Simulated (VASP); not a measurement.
A run of VASP 6.6.1 is set up as follows.

The input POSCAR:

```
GaB
1.0
    2.7540104178      0.0000000000      0.0000000000
    0.0000000000      2.7540104178      0.0000000000
    0.0000000000      0.0000000000      3.2787965942
Ga B
1 1
Direct
    0.5000000000      0.5000000000      0.5000000000
    0.0000000000      0.0000000000      0.0000000000
```

INCAR.step1

```
  ALGO = Normal
  EDIFF = 1E-5
  ENCUT = 520
  GGA = PE
  ISIF = 2
  ISMEAR = -1
  LASPH = True
  LCHARG = False
  LREAL = False
  LWAVE = True
  NBANDS = 15
  NELM = 100
  PREC = Accurate
  SIGMA = 0.05
```

File INCAR.step2:

```
  ALGO = Normal
  EDIFF = 1E-6
  ENCUT = 520
  GGA = PE
  HFSCREEN = 0.2079
  ISIF = 2
  ISMEAR = -1
  ISTART = 1
  LASPH = True
  LCHARG = False
  LHFCALC = True
  LREAL = False
  LWAVE = False
  NBANDS = 15
  NELM = 100
  PREC = Accurate
  PRECFOCK = Normal
  SIGMA = 0.05
```

The input KPOINTS:

```
k-points
0
Gamma
  5 5 4
```

Potentials or basis: VASP PAW PBE potentials, release 64 (Ga_d, B).

Launch:

```console
$ cat potpaw_PBE.64/Ga_d/POTCAR potpaw_PBE.64/B/POTCAR > POTCAR
$ cp INCAR.step1 INCAR
$ mpirun -np 1 vasp_std > vasp.out
$ cp INCAR.step2 INCAR
$ mpirun -np 1 vasp_std > vasp.out
```

**Question.** What does it give for the band gap on the k mesh?

**Answer.** Zero (band 8 reaches 11.51 eV, above the bottom of band 9 at 3.80 eV).

**Question.** What does it give for the pressure?

**Answer.** -7.5 GPa.

Stress tensor (GPa, compression positive):
```
-7.03  0.00  0.00
 0.00 -7.03  0.00
 0.00  0.00 -8.43
```

Caveat: the k points lie up to 0.48 Å⁻¹ apart; the PAW data sets were made with another functional, which shifts forces and pressure a little.
